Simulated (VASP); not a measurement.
# SnTe (Fm-3m) in VASP: elastic constants with PBEsol

Aim: the elastic constants of SnTe with PBEsol.

Everything below comes from runs of VASP 6.6.1. Logs are shortened: lines on timing, memory, paths and dates and some standing lists are left out, and cuts for length are marked.

## 1. The cell of the first run

The structure is cubic, space group Fm-3m (No. 225). Conventional cell: a = 6.288 Å, b = 6.288 Å, c = 6.288 Å, α = 90.00°, β = 90.00°, γ = 90.00°. Within 4.1 Å of Sn (site symmetry m-3m) lie 6 Te at 3.14 Å. Te (site symmetry m-3m) has 6 Sn at 3.14 Å within 4.1 Å.

## 2. Elastic constants, PBEsol

INCAR

```
  ALGO = Normal
  EDIFF = 1E-8
  ENCUT = 600
  GGA = PS
  IBRION = 6
  ISIF = 3
  ISMEAR = 0
  LASPH = T
  LCHARG = T
  LREAL = F
  LWAVE = F
  NELM = 100
  NFREE = 2
  NSW = 1
  POTIM = 0.015
  PREC = Accurate
  SIGMA = 0.01
```

KPOINTS

```
k-points
0
Gamma
  10 10 10
```

POSCAR

```
SnTe
1.0
    3.1442354006      3.1442354006      0.0000000000
   -3.1442354006      3.1442354006      0.0000000000
    0.0000000000      3.1442354006      3.1442354006
Sn Te
1 1
Direct
    0.0000000000      0.0000000000      0.0000000000
    0.5000000000      0.5000000000      0.0000000000
```

Potentials or basis: VASP PAW PBE potentials, release 64 (Sn_d, Te).

Run with:

```bash
$ cat potpaw_PBE.64/Sn_d/POTCAR potpaw_PBE.64/Te/POTCAR > POTCAR
$ mpirun -np 1 vasp_std > vasp.out
```

OUTCAR:

```text
EDIFF = 1E-8
   ENCUT = 600
   GGA = PS
   IBRION = 6
   ISIF = 3
   ISMEAR = 0
   LASPH = T
   LREAL = F
   NELM = 100
   NFREE = 2
   NSW = 1
   POTIM = 0.015
   PREC = Accurate

 ion  position               nearest neighbor table
   1  0.000  0.000  0.000-   2 3.14   2 3.14   2 3.14   2 3.14   2 3.14   2 3.14
   2  0.500  0.500  0.000-   1 3.14   1 3.14   1 3.14   1 3.14   1 3.14   1 3.14

  LATTYP: Found a face centered cubic cell.
 ALAT       =     6.2884708012

  Lattice vectors:

 A1 = (   0.0000000000,   3.1442354006,   3.1442354006)
 A2 = (   3.1442354006,   0.0000000000,   3.1442354006)
 A3 = (   3.1442354006,   3.1442354006,   0.0000000000)

Analysis of symmetry for initial positions (statically):
=====================================================================
 Subroutine PRICEL returns:
 Original cell was already a primitive cell.

 Routine SETGRP: Setting up the symmetry group for a
 face centered cubic supercell.

 Subroutine GETGRP returns: Found 48 space group operations
 (whereof 48 operations were pure point group operations)
 out of a pool of 48 trial point group operations.

The static configuration has the point symmetry O_h .

Analysis of symmetry for dynamics (positions and initial velocities):
=====================================================================
 Subroutine PRICEL returns:
 Original cell was already a primitive cell.

 Routine SETGRP: Setting up the symmetry group for a
 face centered cubic supercell.

 Subroutine GETGRP returns: Found 48 space group operations
 (whereof 48 operations were pure point group operations)
 out of a pool of 48 trial point group operations.

The dynamic configuration has the point symmetry O_h .

 Subroutine INISYM returns: Found 48 space group operations
 (whereof 48 operations are pure point group operations),
 and found     1 'primitive' translations

[... 739 lines left out ...]
      5     -14.8853      2.00000
      6      -4.3838      2.00000
      7      -0.8357      2.00000
      8       2.0077      2.00000
      9       3.8459      2.00000
     10       4.4907      2.00000
     11       9.3410      0.00000
     12       9.5538      0.00000
     13      11.5537      0.00000
     14      11.9046      0.00000

 [... further k-points ...]

------------------------ aborting loop because EDIFF is reached ----------------------------------------

  FORCE on cell =-STRESS in cart. coord.  units (eV):
  Direction    XX          YY          ZZ          XY          YZ          ZX
  --------------------------------------------------------------------------------------
  -------------------------------------------------------------------------------------
  Total        0.0107012      0.0083525      0.0083525     -0.0000000      0.0000000      0.0000000
  in kB        0.2757845      0.2152544      0.2152544     -0.0000000      0.0000000      0.0000000
  external PRESSURE =       0.2354311 kB  Pullay stress =       0.0000000 kB
[... 17 lines left out ...]
  FREE ENERGIE OF THE ION-ELECTRON SYSTEM (eV)
  ---------------------------------------------------
  free  energy   TOTEN  =        -8.3393043411 eV

  energy  without entropy=       -8.3393043411  energy(sigma->0) =       -8.33930434

 INTERNAL STRAIN TENSORS FROM STRAINED CELLS
 ============================================

 INTERNAL STRAIN TENSOR FOR ION    1 for displacements in x,y,z  (eV/Angst):
          X           Y           Z          XY          YZ          ZX
  --------------------------------------------------------------------------------
  x    -0.00000     0.00000     0.00000    -0.00000     0.00000    -0.00000
  y    -0.00000    -0.00000     0.00000    -0.00000    -0.00000     0.00000
  z     0.00000     0.00000     0.00000     0.00000     0.00000     0.00000

 INTERNAL STRAIN TENSORS FROM DISPLACED ATOMS
 ============================================

 INTERNAL STRAIN TENSOR FOR ION    1 for displacements in x,y,z  (eV/Angst):
          X           Y           Z          XY          YZ          ZX
  --------------------------------------------------------------------------------
  x     0.00000     0.00000     0.00000     0.00000     0.00000     0.00000
  y     0.00000     0.00000     0.00000     0.00000     0.00000     0.00000
  z     0.00000     0.00000     0.00000     0.00000     0.00000     0.00000

 INTERNAL STRAIN TENSOR FOR ION    2 for displacements in x,y,z  (eV/Angst):
          X           Y           Z          XY          YZ          ZX
  --------------------------------------------------------------------------------
  x     0.00000     0.00000     0.00000     0.00000     0.00000     0.00000
  y     0.00000     0.00000     0.00000     0.00000     0.00000     0.00000
  z     0.00000     0.00000     0.00000     0.00000     0.00000     0.00000

 Eigenvectors and eigenvalues of the dynamical matrix
 ----------------------------------------------------

   1 f  =    0.716424 THz     4.501423 2PiTHz   23.897326 cm-1     2.962889 meV
             X         Y         Z           dx          dy          dz
      0.000000  0.000000  0.000000     0.723378   -0.000000    0.000000
      0.000000  3.144235  0.000000    -0.690452    0.000000    0.000000
[... 21 lines left out ...]
   6 f/i=    0.003750 THz     0.023562 2PiTHz    0.125089 cm-1     0.015509 meV
             X         Y         Z           dx          dy          dz
      0.000000  0.000000  0.000000     0.421374    0.056224    0.544065
      0.000000  3.144235  0.000000     0.441468    0.058905    0.570011

--------------------------------------------------------------------------------------------------------

 ELASTIC MODULI CONTR FROM IONIC RELAXATION (kBar)
 Direction    XX          YY          ZZ          XY          YZ          ZX
 --------------------------------------------------------------------------------
 XX           0.0000      0.0000      0.0000      0.0000      0.0000      0.0000
 YY           0.0000      0.0000      0.0000      0.0000      0.0000      0.0000
 ZZ           0.0000      0.0000      0.0000      0.0000      0.0000      0.0000
 XY           0.0000      0.0000      0.0000      0.0000      0.0000      0.0000
 YZ           0.0000      0.0000      0.0000      0.0000      0.0000      0.0000
 ZX           0.0000      0.0000      0.0000      0.0000      0.0000      0.0000
 --------------------------------------------------------------------------------

 TOTAL ELASTIC MODULI (kBar)
 Direction    XX          YY          ZZ          XY          YZ          ZX
 --------------------------------------------------------------------------------
 XX        1371.4848     30.2947     30.2947      0.0000      0.0000     -0.0000
 YY          30.2947   1371.4848     30.2947      0.0000      0.0000     -0.0000
 ZZ          30.2947     30.2947   1371.4848      0.0000     -0.0000     -0.0000
 XY           0.0000      0.0000      0.0000    169.1963      0.0000      0.0000
 YZ           0.0000      0.0000     -0.0000      0.0000    169.1963      0.0000
 ZX          -0.0000     -0.0000     -0.0000      0.0000      0.0000    169.1963
 --------------------------------------------------------------------------------
```

OSZICAR:

```text
N       E                     dE             d eps       ncg     rms          rms(c)
DAV:   1     0.130521838066E+03    0.13052E+03   -0.10571E+04  1334   0.179E+03
[... 205 lines left out ...]
DAV:   2    -0.833932286428E+01   -0.80717E-03   -0.86368E-03  3222   0.526E-01    0.428E-02
DAV:   3    -0.833930600761E+01    0.16857E-04   -0.12639E-04  3530   0.861E-02    0.246E-02
DAV:   4    -0.833930436044E+01    0.16472E-05   -0.21351E-05  3390   0.288E-02    0.860E-03
DAV:   5    -0.833930435760E+01    0.28385E-08   -0.24433E-06  3084   0.948E-03    0.793E-03
DAV:   6    -0.833930435528E+01    0.23128E-08   -0.14197E-07  3578   0.247E-03    0.615E-03
DAV:   7    -0.833930434092E+01    0.14363E-07   -0.23900E-08  2568   0.114E-03    0.194E-03
DAV:   8    -0.833930434112E+01   -0.20282E-09   -0.44085E-09  1536   0.568E-04
  17 F= -.83393043E+01 E0= -.83393043E+01  d E =-.353844E-14
```

stdout:

```text
POSCAR found type information on POSCAR SnTe
 POSCAR found :  2 types and       2 ions
 scaLAPACK will be used
 -----------------------------------------------------------------------------
|                                                                             |
|                                                                             |
|     You enforced a specific xc type in the INCAR file but a different       |
|     I HOPE YOU KNOW WHAT YOU ARE DOING!                                     |
|                                                                             |
[... 33 lines left out ...]
 Finite differences progress:
 bond charge predicted
 Finite differences progress:
 bond charge predicted
 Finite differences progress:
 bond charge predicted
 Finite differences progress:
 bond charge predicted
 Finite differences progress:
 bond charge predicted
 Finite differences progress:
```

Wall time 13 min (1 thread of Intel Xeon 6975P-C (Granite Rapids), shared host); peak memory 0.56 GiB.

What came out:

```yaml
Elastic_constants_C11_C12_C44: 137, 3, 17 GPa
Voigt_bulk_modulus: 48 GPa
Highest_phonon_frequency_at_Γ_LO-TO_splitting_left_out: 24 cm⁻¹
```

Phonon frequencies in cm⁻¹ (negative: imaginary):
```
              q point     frequencies
(0.000, 0.000, 0.000)  0 0 0 24 24 24
```

Elastic tensor in Voigt notation (GPa, in the Cartesian axes of the cell as first typed):
```
137   3   3   0   0   0
  3 137   3   0   0   0
  3   3 137   0   0   0
  0   0   0  17   0   0
  0   0   0   0  17   0
  0   0   0   0   0  17
```

Clamped-ion elastic tensor (GPa):
```
137   3   3   0   0   0
  3 137   3   0   0   0
  3   3 137   0   0   0
  0   0   0  17   0   0
  0   0   0   0  17   0
  0   0   0   0   0  17
```

Caveat: the PAW data sets were made with another functional, which shifts forces and pressure a little; spin-orbit coupling is left out, which moves the levels of the heavy elements.
